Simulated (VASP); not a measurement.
A run of VASP 6.6.1:

INCAR

```
PREC = Accurate
ENCUT = 520
EDIFF = 1E-7
ISMEAR = 0
SIGMA = 0.01
LREAL = False
LASPH = True
NELM = 60
ALGO = Normal
ISIF = 2
LWAVE = False
LCHARG = False
GGA = PE
NBANDS = 28
```

Contents of KPOINTS:

```
Automatic mesh
0
Gamma
  10 10 8
```

POSCAR

```
SnO
1.0
    3.8682628244      0.0000000000      0.0000000000
    0.0000000000      3.8682628244      0.0000000000
    0.4052992155      0.0000000000      5.0662401931
Sn O
2 2
Direct
   -0.0207762449      0.5000000000      0.2284555121
    0.5207762449      0.0000000000      0.7715444879
    0.5024547627      0.5000000000      0.0002720565
   -0.0024547627      0.0000000000     -0.0002720565
```

Potentials or basis: VASP PAW PBE potentials, release 64 (Sn_d, O).

Command:

```bash
$ cat potpaw_PBE.64/Sn_d/POTCAR potpaw_PBE.64/O/POTCAR > POTCAR
$ mpirun -np 1 vasp_std > vasp.out
```

Hardware: 1 thread of Oxide Virtual Turin-like Processor, on a shared host.

**Question.** How long does it take, and how much memory?

**Answer.** It took 6.4 min on 1 thread of Oxide Virtual Turin-like Processor, on a shared host, peak memory 0.47 GiB. Counts: scf iterations 15, k points 252.
